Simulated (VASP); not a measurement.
A run of VASP 6.6.1 is set up as follows.

File INCAR:

```
PREC = Accurate
ENCUT = 520
EDIFF = 1E-6
ISMEAR = 0
SIGMA = 0.01
LREAL = F
LASPH = T
NELM = 100
ALGO = Normal
ISIF = 2
LWAVE = F
LCHARG = T
GGA = PE
LELF = T
LVHAR = T
NBANDS = 50
```

KPOINTS

```
Automatic mesh
0
Gamma
  12 12 4
```

File POSCAR:

```
Sn2TeS
1.0
    4.1640529117      0.0000000000      0.0000000000
   -2.0820264559      3.6061756042      0.0000000000
    0.0000000000      0.0000000000     14.8142528483
Sn Te S
4 2 2
Direct
    0.3333333333      0.6666666667      0.6255577306
    0.6666666667      0.3333333333      0.1255577306
    0.6666666667      0.3333333333      0.3566715380
    0.3333333333      0.6666666667      0.8566715380
    0.0000000000      0.0000000000      0.0045390142
    0.0000000000      0.0000000000      0.5045390142
    0.3333333333      0.6666666667      0.2632351131
    0.6666666667      0.3333333333      0.7632351131
```

Potentials or basis: VASP PAW PBE potentials, release 64 (Sn_d, Te, S).

The run is started by

```sh
$ cat potpaw_PBE.64/Sn_d/POTCAR potpaw_PBE.64/Te/POTCAR potpaw_PBE.64/S/POTCAR > POTCAR
$ mpirun -np 1 vasp_std > vasp.out
```

Problem. Predict the pressure.

Solution. 3.3 GPa.

Problem. What does it give for the band gap on the k mesh?

Solution. Zero (bands 40 and 41 overlap by 0.26 eV).

Problem. What does it give for the largest force?

Solution. 0.021 eV/Å.

Stress tensor (GPa, compression positive):
```
3.35 0.00 0.00
0.00 3.35 0.00
0.00 0.00 3.24
```

Caveat: the cell stands under pressure; semilocal functionals underestimate gaps, so a narrow gap can read as zero; spin-orbit coupling is left out, which moves the levels of the heavy elements.
